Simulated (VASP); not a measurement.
BN, 2 atoms in the cell. The structure is monoclinic, space group Cm (No. 8). Conventional cell: a = 4.334 Å, b = 2.502 Å, c = 3.669 Å, α = 90.00°, β = 113.19°, γ = 90.00°. B (site symmetry m) has 2 N at 1.30 Å within 1.7 Å. Within 1.7 Å of N (site symmetry m) lie 2 B at 1.30 Å.  This cell differs from its parent crystal: all B atoms moved -0.375 Å, as atom 1 towards its neighbour atom 2 (N) at 1.445 Å.

```yaml
Program: VASP 6.6.1
Task: single point
Functional: PBE
Dispersion: D3(BJ)
Potentials_or_basis: VASP PAW PBE potentials, release 64 (B, N)
Cutoff: 520 eV
k_mesh: 12 × 12 × 12
Occupations: gaussian, width 0.05 eV
Spin: no spin polarisation
Dipole_correction: no
Further_INCAR_settings: ALGO = Normal; EDIFF = 1e-06; NBANDS = 11
```

Potentials or basis: VASP PAW PBE potentials, release 64 (B, N).

Launch:

```bash
$ cat potpaw_PBE.64/B/POTCAR potpaw_PBE.64/N/POTCAR > POTCAR
$ mpirun -np 1 vasp_std > vasp.out
```

Hardware: 1 thread of Intel(R) Xeon(R) 6975P-C (Granite Rapids), on a shared host.

Q: Estimate the wall time of this run.

A: Run time: 56 s on 1 thread of Intel(R) Xeon(R) 6975P-C (Granite Rapids), with other jobs on the host, peak memory 0.23 GiB. Counts: scf iterations 13, k points 476.
